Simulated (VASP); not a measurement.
# Sc: single point with PBE

Crystal: Sc.

```
CELL_PARAMETERS angstrom
0.00000 2.27050 2.27050
2.27050 0.00000 2.27050
2.27050 2.27050 0.00000
ATOMIC_POSITIONS crystal
Sc 0.00000 0.00000 0.00000
```

This isn't the form of Sc at room conditions, which is hcp.

```yaml
Program: VASP 6.6.1
Task: single point
Functional: PBE
Potentials_or_basis: VASP PAW PBE potentials, release 64 (Sc_sv)
Cutoff: 520 eV
k_mesh: 15 × 15 × 15
Occupations: fermi-dirac, width 0.03 eV
Spin: no spin polarisation
Dipole_correction: no
Further_INCAR_settings: ALGO = Normal; EDIFF = 1e-06; NBANDS = 12
```

The pressure is 2.9 GPa and the band gap on the k mesh is zero (an odd number of electrons rules out a gap without spin polarisation).

Levels at points of the mesh, in eV from the Fermi level:
```tsv
k point	band 3	band 4	band 5	band 6	band 7	band 8
(0.00, 0.00, 0.00)	-27.68	-27.68	-5.29	1.65	1.65	1.65
```

Wall time 13 s on 1 thread of Intel(R) Xeon(R) Platinum 8488C (Sapphire Rapids), on a shared host, peak memory 0.16 GiB.
